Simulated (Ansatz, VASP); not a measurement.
## One calculation of HfC, two programs

```xyz
4
Lattice="3.3299 0.0000 0.0000 -1.6650 2.8838 0.0000 0.0000 0.0000 5.2275" Properties=species:S:1:pos:R:3 pbc="T T T"
Hf    0.0000    1.9225    1.3069
Hf    1.6650    0.9613    3.9206
C     0.0000    0.0000    0.0000
C     0.0000    0.0000    2.6137
```

Alike in both runs: task single point; functional PBE; k mesh 12 × 12 × 8; occupations gaussian, width 0.05 eV; non-collinear spin, spin-orbit coupling.

|  | VASP | Ansatz |
| --- | --- | --- |
| version | VASP 6.6.1 | Ansatz 0.2.0 |
| potentials or method | VASP PAW PBE potentials, release 64 (Hf_pv, C), cutoff 520 eV | plane waves, PAW |
| valence electrons in the cell | 28 | 60 |

|  | VASP | Ansatz | Ansatz less VASP |
| --- | --- | --- | --- |
| pressure (GPa) | -0.7 | -0.5 | +0.22 |
| traceless stress, the component that is largest in VASP (GPa) | 0.13 | 0.13 | -0.001 |

The functional is the same, so the differences come from potentials, cutoffs and numerics. VASP's potentials hold 28 valence electrons a cell and Ansatz's 60, so a difference there can come from the potentials and not from the codes.
